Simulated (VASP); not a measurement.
# Cd (Pm-3m) in VASP: notebook, part 2 of 2

VASP 6.6.1.

## Step 4: Single point, r2SCAN (26.45 Å³/atom)

This run uses another cell than the first one, of 26.45 Å³/atom.

The input, POSCAR:

```
Cd
1.0
    2.9793339840      0.0000000000      0.0000000000
    0.0000000000      2.9793339840      0.0000000000
    0.0000000000      0.0000000000      2.9793339840
Cd
1
Direct
    0.0000000000      0.0000000000      0.0000000000
```

The input, INCAR.step1:

```
ALGO = Normal ; EDIFF = 1E-5
ENCUT = 550 ; GGA = PE
GGA_COMPAT = False ; ISMEAR = -1
LASPH = True ; LCHARG = False
LREAL = False ; LWAVE = True
NBANDS = 12 ; NELM = 120
PREC = Accurate ; SIGMA = 0.1
```

The input, INCAR.step2:

```
ALGO = Normal ; EDIFF = 1E-6
ENCUT = 550 ; GGA_COMPAT = False
ISIF = 2 ; ISMEAR = -1
ISTART = 1 ; LASPH = True
LCHARG = False ; LMIXTAU = True
LREAL = False ; LWAVE = False
METAGGA = R2SCAN ; NBANDS = 12
NELM = 120 ; PREC = Accurate
SIGMA = 0.1
```

The input, KPOINTS:

```
k-points
0
Gamma
  12 12 12
```

Potentials or basis: VASP PAW PBE potentials, release 64 (Cd).

Command:

```console
cat potpaw_PBE.64/Cd/POTCAR > POTCAR
cp INCAR.step1 INCAR
mpirun -np 1 vasp_std > vasp.out
cp INCAR.step2 INCAR
mpirun -np 1 vasp_std > vasp.out
```

OUTCAR:

```text
EDIFF = 1E-6
   ENCUT = 550
   ISIF = 2
   ISMEAR = -1
   ISTART = 1
   LASPH = True
   LREAL = False
   METAGGA = R2SCAN
   NELM = 120
   PREC = Accurate

 ion  position               nearest neighbor table
   1  0.000  0.000  0.000-

  LATTYP: Found a simple cubic cell.
 ALAT       =     2.9793339840

  Lattice vectors:

 A1 = (   2.9793339840,   0.0000000000,   0.0000000000)
 A2 = (   0.0000000000,   2.9793339840,   0.0000000000)
 A3 = (   0.0000000000,   0.0000000000,   2.9793339840)

Analysis of symmetry for initial positions (statically):
=====================================================================
 Subroutine PRICEL returns:
 Original cell was already a primitive cell.

 Routine SETGRP: Setting up the symmetry group for a
 simple cubic supercell.

 Subroutine GETGRP returns: Found 48 space group operations
 (whereof 48 operations were pure point group operations)
 out of a pool of 48 trial point group operations.

The static configuration has the point symmetry O_h .

Analysis of symmetry for dynamics (positions and initial velocities):
=====================================================================
 Subroutine PRICEL returns:
 Original cell was already a primitive cell.

 Routine SETGRP: Setting up the symmetry group for a
 simple cubic supercell.

 Subroutine GETGRP returns: Found 48 space group operations
 (whereof 48 operations were pure point group operations)
 out of a pool of 48 trial point group operations.

The dynamic configuration has the point symmetry O_h .

 Subroutine INISYM returns: Found 48 space group operations
 (whereof 48 operations are pure point group operations),
 and found     1 'primitive' translations

[... 115 lines left out ...]
  Thomas-Fermi vector in A             =   2.391637
   LORBIT       =      0    0 simple, 1 ext, 2 COOP (PROOUT), +10 PAW based schemes
   METAGGA = R2SCAN    functional components
   LHFCALC =     F    Hartree Fock is set to
   AEXX    =    0.0000 exact exchange contribution
   IVDW    =     0    specifies the selected vdW correction
   LEPSILON=     F    determine dielectric tensor
   LRPA    =     F    only Hartree local field effects (RPA)
 non-spin polarized calculation
  energy-cutoff  :      550.00
  volume of cell :       26.45
 maximum number of plane-waves:       804
 NGX is ok and might be reduce to    24
   NGX = 11   NGY = 11   NGZ = 11

 number of electron      12.0000011 magnetization

 Free energy of the ion-electron system (eV)
  ---------------------------------------------------
  ext. energy  EPLUGINS =         0.00000000
  ---------------------------------------------------
  free energy    TOTEN  =       -19.93505991 eV

  energy without entropy =      -19.91850982  energy(sigma->0) =      -19.92678487

 E-fermi :   1.5094     XC(G=0): -10.5283

 val. band max:        1.4746378880   @ k =   0.5000   0.3333   0.2500
 cond. band min:       1.5336397074   @ k =   0.5000   0.4167   0.0000
 fundamental gap:      0.0590018194
 Fermi energy:         1.5094484356

 k-point     1 :       0.0000    0.0000    0.0000
  band No.  band energies     occupation
      1      -8.4910      2.00000
      2      -8.4910      2.00000
      3      -7.0984      2.00000
      4      -7.0984      2.00000
      5      -7.0984      2.00000
      6      -6.2939      2.00000
      7      11.7560      0.00000
      8      11.7560      0.00000
      9      11.7560      0.00000
     10      15.2663      0.00000
     11      15.2663      0.00000
     12      16.4656      0.00000
[... 331 lines left out ...]
 k-point    24 :       0.4167    0.3333    0.0000
  band No.  band energies     occupation
      1      -8.1047      2.00000
      2      -8.0513      2.00000
      3      -7.4371      2.00000
      4      -7.3566      2.00000
      5      -7.0955      2.00000
      6      -0.6612      2.00000
      7       2.8115      0.00000
      8       6.4504      0.00000
      9      10.2521      0.00000
     10      17.8396      0.00000
     11      18.5232      0.00000
     12      20.7630      0.00000

 [... further k-points ...]

------------------------ aborting loop because EDIFF is reached ----------------------------------------

  FORCE on cell =-STRESS in cart. coord.  units (eV):
  Direction    XX          YY          ZZ          XY          YZ          ZX
  --------------------------------------------------------------------------------------
  -------------------------------------------------------------------------------------
  Total       -0.1778819     -0.1778819     -0.1778819      0.0000000      0.0000000     -0.0000000
  in kB      -10.7766725    -10.7766725    -10.7766725      0.0000000      0.0000000     -0.0000000
  external PRESSURE =     -10.7766725 kB  Pullay stress =       0.0000000 kB

 VOLUME and BASIS-vectors are now :
 -----------------------------------------------------------------------------
  energy-cutoff  :      550.00
  volume of cell :       26.45
      direct lattice vectors                 reciprocal lattice vectors
     2.979333984  0.000000000  0.000000000     0.335645485  0.000000000  0.000000000
     0.000000000  2.979333984  0.000000000     0.000000000  0.335645485  0.000000000
     0.000000000  0.000000000  2.979333984     0.000000000  0.000000000  0.335645485

 POSITION                                       TOTAL-FORCE (eV/Angst)
 -----------------------------------------------------------------------------------
      0.00000      0.00000      0.00000         0.000000      0.000000      0.000000
 -----------------------------------------------------------------------------------
    total drift:                                0.000000     -0.000000      0.000000

  FREE ENERGIE OF THE ION-ELECTRON SYSTEM (eV)
  ---------------------------------------------------
  free  energy   TOTEN  =       -19.9350599136 eV

  energy  without entropy=      -19.9185098186  energy(sigma->0) =      -19.92678487
```

OUTCAR.step1:

```text
EDIFF = 1E-5
   ENCUT = 550
   GGA = PE
   ISMEAR = -1
   LASPH = True
[... 575 lines left out ...]

 POSITION                                       TOTAL-FORCE (eV/Angst)
 -----------------------------------------------------------------------------------
      0.00000      0.00000      0.00000         0.000000      0.000000      0.000000
 -----------------------------------------------------------------------------------
    total drift:                                0.000000      0.000000      0.000000

  FREE ENERGIE OF THE ION-ELECTRON SYSTEM (eV)
  ---------------------------------------------------
  free  energy   TOTEN  =        -0.6217398322 eV

  energy  without entropy=       -0.6048663423  energy(sigma->0) =       -0.61330309
```

OSZICAR.step1:

```text
N       E                     dE             d eps       ncg     rms          rms(c)
DAV:   1     0.750966035505E+02    0.75097E+02   -0.70832E+03  2104   0.101E+03
DAV:   2     0.823196987162E+00   -0.74273E+02   -0.70529E+02  2184   0.239E+02
DAV:   3    -0.658846495191E+00   -0.14820E+01   -0.14814E+01  2388   0.383E+01
DAV:   4    -0.661037223459E+00   -0.21907E-02   -0.21907E-02  2220   0.146E+00
DAV:   5    -0.661043567607E+00   -0.63441E-05   -0.63442E-05  2384   0.753E-02    0.206E+00
DAV:   6    -0.624581717974E+00    0.36462E-01   -0.94944E-02  2384   0.363E+00    0.174E+00
DAV:   7    -0.621902728668E+00    0.26790E-02   -0.83550E-03  2272   0.850E-01    0.922E-01
DAV:   8    -0.621706626478E+00    0.19610E-03   -0.11866E-03  2196   0.431E-01    0.428E-02
DAV:   9    -0.621735913944E+00   -0.29287E-04   -0.17302E-05  2228   0.349E-02    0.821E-03
DAV:  10    -0.621739832197E+00   -0.39183E-05   -0.36441E-06  1176   0.220E-02
   1 F= -.62173983E+00 E0= -.61330309E+00  d E =-.168735E-01
```

Wall time 18 s (1 thread of Intel Xeon 6975P-C (Granite Rapids), shared host); peak memory 0.16 GiB.

What came out:

```
Free energy            : -19.9351 eV
Pressure               : -1.1 GPa
Band gap on the k mesh : zero (bands 6 and 7 overlap by 6.80 eV)
```

Caveat: the PAW data sets were made with another functional, which shifts forces and pressure a little.

## Step 5: Overview

```tsv
cell	gap on the mesh (eV)	pressure (GPa)
a = 2.901 Å, 1 atom	none	2.2
a = 2.941 Å, 1 atom	none	0.4
a = 2.979 Å, 1 atom	none	-1.1
```

Alike in all rows: task single point; level r2SCAN; potentials or basis VASP PAW PBE potentials, release 64 (Cd); no spin polarisation; k mesh 12 × 12 × 12; cutoff (eV) 550; smearing fermi-dirac 0.1 eV.

Caveats: the PAW data sets were made with another functional, which shifts forces and pressure a little.

Total energies depend on the potentials used, so only differences within one code and one set of settings carry meaning.
